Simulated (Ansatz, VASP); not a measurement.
## HfC in VASP and in Ansatz

Contents of INCAR:

```
SYSTEM = HfC
ALGO = Normal
EDIFF = 1E-6
ENCUT = 520
GGA = PE
ISIF = 2
ISMEAR = 1
LASPH = .True.
LCHARG = .False.
LREAL = .False.
LWAVE = .False.
NBANDS = 14
NELM = 100
PREC = Accurate
SIGMA = 0.1
```

File KPOINTS:

```
k-points
0
Gamma
  13 13 13
  0 0 0
```

Contents of POSCAR:

```
HfC
1.0
    0.0000000000      2.2862500000      2.3250000000
    2.2862500000      0.0000000000      2.3250000000
    2.2862500000      2.2862500000      0.0000000000
Hf C
1 1
Direct
    0.5000000000      0.5000000000      0.5000000000
    0.0000000000      0.0000000000      0.0000000000
```

Input for Ansatz:

```yaml
crystal:
  lattice:
    - [0.0, 2.28625, 2.325]
    - [2.28625, 0.0, 2.325]
    - [2.28625, 2.28625, 0.0]
  atoms:
    - { symbol: Hf, position: [0.5, 0.5, 0.5] }
    - { symbol: C, position: [0.0, 0.0, 0.0] }
basis:
  ecutwfc: 520.0
kpoints:
  mp_grid:
    grid: [13, 13, 13]
hamiltonian:
  xc: pbe
scf:
  occupations:
    method: cold
    width: 0.1
output:
  stress: true
```

Alike in both runs: task single point; functional PBE; k mesh 13 × 13 × 13; no spin polarisation.

|  | VASP | Ansatz |
| --- | --- | --- |
| version | VASP 6.6.1 | Ansatz 0.2.0 |
| potentials or method | VASP PAW PBE potentials, release 64 (Hf_pv, C), cutoff 520 eV | plane waves, PAW |
| occupations | methfessel-paxton of order 1, width 0.1 eV | cold, width 0.1 eV |
| valence electrons in the cell | 14 | 30 |

|  | VASP | Ansatz | Ansatz less VASP |
| --- | --- | --- | --- |
| pressure (GPa) | 8.2 | 8.7 | +0.50 |
| traceless stress, the component that is largest in VASP (GPa) | -5.16 | -5.12 | +0.038 |

VASP's potentials hold 14 valence electrons a cell and Ansatz's 30, so a difference there can come from the potentials and not from the codes.

Neither program's run includes spin-orbit coupling.
